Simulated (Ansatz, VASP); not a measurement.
# Al3Ru4 in VASP and in Ansatz

The input INCAR:

```
SYSTEM = Al3Ru4
ALGO = Fast
EDIFF = 1E-6
ENCUT = 520
GGA = PE
ISIF = 2
ISMEAR = 0
LASPH = .True.
LCHARG = .True.
LELF = .True.
LREAL = .False.
LVHAR = .True.
LWAVE = .False.
NBANDS = 42
NELM = 80
PREC = Accurate
SIGMA = 0.1
```

KPOINTS

```
k-points
0
Gamma
  12 12 12
  0 0 0
```

POSCAR

```
Al3Ru4
1.0
    2.1078086818      1.2169439098      6.2436805035
   -2.1078086818      1.2169439098      6.2436805035
    0.0000000000     -2.4338878197      6.2436805035
Al Ru
3 4
Direct
    0.4248398354      0.4248398354      0.4248398354
    0.5751601646      0.5751601646      0.5751601646
    0.0000000000      0.0000000000      0.0000000000
    0.7171637727      0.7171637727      0.7171637727
    0.2828362273      0.2828362273      0.2828362273
    0.1405297059      0.1405297059      0.1405297059
    0.8594702941      0.8594702941      0.8594702941
```

Input for Ansatz:

```yaml
crystal:
  lattice:
    - [2.1078086818, 1.2169439098, 6.2436805035]
    - [-2.1078086818, 1.2169439098, 6.2436805035]
    - [0.0, -2.4338878197, 6.2436805035]
  atoms:
    - { symbol: Al, position: [0.4248398354, 0.4248398354, 0.4248398354] }
    - { symbol: Al, position: [0.5751601646, 0.5751601646, 0.5751601646] }
    - { symbol: Al, position: [0.0, 0.0, 0.0] }
    - { symbol: Ru, position: [0.7171637727, 0.7171637727, 0.7171637727] }
    - { symbol: Ru, position: [0.2828362273, 0.2828362273, 0.2828362273] }
    - { symbol: Ru, position: [0.1405297059, 0.1405297059, 0.1405297059] }
    - { symbol: Ru, position: [0.8594702941, 0.8594702941, 0.8594702941] }
basis:
  ecutwfc: 420
kpoints:
  mp_grid: { grid: [12, 12, 12] }
  band_path:
    path:
      - [[0.0, 0.0, 0.0], [0.5, 0.5, 0.5], [0.80800722, 0.19199278, 0.5]]
      - [[0.5, -0.19199278, 0.19199278], [0.5, 0.0, 0.0], [0.0, 0.0, 0.0], [0.34599639, -0.34599639, 0.0]]
      - [[0.65400361, 0.0, 0.34599639], [0.5, 0.0, 0.5], [0.0, 0.0, 0.0]]
    npoints: 14
hamiltonian:
  xc: pbe
scf:
  occupations: { method: gaussian, width: 0.1 }
  n_extra_bands: 17
output:
  forces: true
  stress: true
  eigenvalues: true
  populations: true
  dos: { projected: true, de: 0.02, nscf_kmesh: { grid: [15, 15, 15] } }
  bader: true
  write_density: true
  write_potential: true
  elf: true
  volumetric_format: npy
```

Alike in both runs: task single point; functional PBE; k mesh 12 × 12 × 12; occupations gaussian, width 0.1 eV; no spin polarisation.

|  | VASP | Ansatz |
| --- | --- | --- |
| version | VASP 6.6.1 | Ansatz 0.2.0 |
| potentials or method | VASP PAW PBE potentials, release 64 (Al, Ru_pv), cutoff 520 eV | scalar-relativistic, plane waves, PAW |
| valence electrons in the cell | 65 | 73 |

```tsv
	VASP	Ansatz	Ansatz less VASP
gap on the k mesh at the Fermi level (eV)	none	none	-
pressure (GPa)	0.0	0.0	+0.05
```

A gap of «none» marks a metal or a gap that the smearing closes. VASP's potentials hold 65 valence electrons a cell and Ansatz's 73, so a difference there can come from the potentials and not from the codes.
